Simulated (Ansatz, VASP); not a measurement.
# Two plane-wave programs on GaN

INCAR

```
  PREC = Accurate
  ENCUT = 520
  EDIFF = 1E-6
  ISMEAR = -1
  SIGMA = 0.05
  LREAL = F
  LASPH = T
  NELM = 150
  ALGO = Normal
  ISIF = 2
  LWAVE = F
  LCHARG = F
  MAGMOM = 0 0 0 0 0 0
  LORBIT = 11
  LSORBIT = T
  GGA_COMPAT = F
  LORBMOM = T
  NBANDS = 30
```

Contents of KPOINTS:

```
Automatic mesh
0
Gamma
  10 10 10
```

Contents of POSCAR:

```
GaN
1.0
    0.0000000000      2.2976981147      2.2976981147
    2.2976981147      0.0000000000      2.2976981147
    2.2976981147      2.2976981147      0.0000000000
Ga N
1 1
Direct
    0.0000000000      0.0000000000      0.0000000000
    0.2500000000      0.2500000000      0.2500000000
```

input.yaml

```yaml
crystal:
  lattice:
    - [0.0, 2.2976981147, 2.2976981147]
    - [2.2976981147, 0.0, 2.2976981147]
    - [2.2976981147, 2.2976981147, 0.0]
  atoms:
    - { symbol: Ga, position: [0.0, 0.0, 0.0] }
    - { symbol: "N", position: [0.25, 0.25, 0.25] }
hamiltonian:
  xc: lda
  pseudopotentials: { kind: paw_fr }
magnetization:
  noncollinear: true
  spin_orbit: true
kpoints:
  mp_grid: { grid: [10, 10, 10] }
scf:
  occupations: { method: fermi_dirac, width: 0.05 }
output:
  forces: true
  stress: true
  eigenvalues: true
```

Alike in both runs: task single point; functional LDA; k mesh 10 × 10 × 10; occupations fermi-dirac, width 0.05 eV; non-collinear spin, spin-orbit coupling.

|  | VASP | Ansatz |
| --- | --- | --- |
| version | VASP 6.6.1 | Ansatz 0.2.0 |
| potentials or method | VASP PAW LDA potentials, release 64 (Ga_d, N) | Ansatz PAW |
| plane-wave cutoff (eV) | 520 | 420 |
| valence electrons in the cell | 18 | 18 |

|  | VASP | Ansatz | Ansatz less VASP |
| --- | --- | --- | --- |
| pressure (GPa) | -14.9 | -15.3 | -0.46 |
| net moment per atom (μB) | 0.00 | 0.00 | 0.000 |

LDA's correlation is that of Perdew and Zunger in VASP and of Perdew and Wang (1992) in Ansatz.
